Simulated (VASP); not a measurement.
Write the native input for VASP 6.6.1 that does the following.

```yaml
Task: single point
Functional: LDA
Potentials_or_basis: VASP PAW LDA potentials, release 64 (Sc_sv)
Cutoff: 520 eV
k_mesh: 17 × 17 × 17
Occupations: fermi-dirac, width 0.05 eV
Spin: no spin polarisation
Dipole_correction: no
k_mesh_for_the_DOS: 26 × 26 × 26
Occupations_for_the_DOS: tetrahedron
Further_INCAR_settings: ALGO = Normal; EDIFF = 1e-06
```

Crystal: Sc.

```xyz
1
Lattice="-1.7345 1.7345 1.7345 1.7345 -1.7345 1.7345 1.7345 1.7345 -1.7345" Properties=species:S:1:pos:R:3 pbc="T T T"
Sc    0.0000    0.0000    0.0000
```

This isn't the form of Sc at room conditions, which is hcp.

These files were run (other wordings do the same):

POSCAR

```
Sc
1.0
   -1.7344576391      1.7344576391      1.7344576391
    1.7344576391     -1.7344576391      1.7344576391
    1.7344576391      1.7344576391     -1.7344576391
Sc
1
Direct
    0.0000000000      0.0000000000      0.0000000000
```

INCAR.step1

```
SYSTEM = Sc
PREC = Accurate
ENCUT = 520
EDIFF = 1E-6
ISMEAR = -1
SIGMA = 0.05
LREAL = .False.
LASPH = .True.
NELM = 80
ALGO = Normal
ISIF = 2
LWAVE = .False.
LCHARG = .True.
LMAXMIX = 4
NBANDS = 12
```

KPOINTS.step1

```
Automatic mesh
0
Gamma
  17 17 17
  0 0 0
```

INCAR.step2

```
SYSTEM = Sc
PREC = Accurate
ENCUT = 520
EDIFF = 1E-6
ISMEAR = -5
SIGMA = 0.05
LREAL = .False.
LASPH = .True.
NELM = 80
ALGO = Normal
ISIF = 2
LWAVE = .False.
LCHARG = .False.
LMAXMIX = 4
LORBIT = 10
NEDOS = 1001
ICHARG = 11
```

KPOINTS.step2

```
Automatic mesh
0
Gamma
  26 26 26
  0 0 0
```

Potentials or basis: VASP PAW LDA potentials, release 64 (Sc_sv).

Launch:

```sh
$ cat potpaw_LDA.64/Sc_sv/POTCAR > POTCAR
$ cp INCAR.step1 INCAR
$ cp KPOINTS.step1 KPOINTS
$ mpirun -np 1 vasp_std > vasp.out
$ cp INCAR.step2 INCAR
$ cp KPOINTS.step2 KPOINTS
$ mpirun -np 1 vasp_std > vasp.out
```

Results of the run:

The valence electrons inside the program's atomic spheres are Sc 9.59.

It took 2.2 min on 1 thread of AMD EPYC 7R13, with other jobs on the host, peak memory 0.22 GiB.
